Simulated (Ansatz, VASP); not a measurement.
Pt: VASP beside Ansatz

```
Pt
1.0
     0.00000    1.97158    1.97158
     1.97158    0.00000    1.97158
     1.97158    1.97158    0.00000
Pt
1
Cartesian
  0.0000 0.0000 0.0000
```

Alike in both runs: task single point; functional PBE; dispersion D3(BJ); k mesh 8 × 8 × 8; occupations gaussian, width 0.1 eV; no spin polarisation.

|  | VASP | Ansatz |
| --- | --- | --- |
| version | VASP 6.6.1 | Ansatz 0.2.0 |
| potentials or method | VASP PAW PBE potentials, release 64 (Pt), cutoff 520 eV | scalar-relativistic, plane waves, PAW |
| valence electrons in the cell | 10 | 18 |

```csv
,VASP,Ansatz,Ansatz less VASP
gap on the k mesh at the Fermi level (eV),none,none,-
pressure (GPa),-4.2,-3.6,+0.56
```

A gap of «none» marks a metal or a gap that the smearing closes. VASP's potentials hold 10 valence electrons a cell and Ansatz's 18, so a difference there can come from the potentials and not from the codes.

Neither program's run includes spin-orbit coupling.
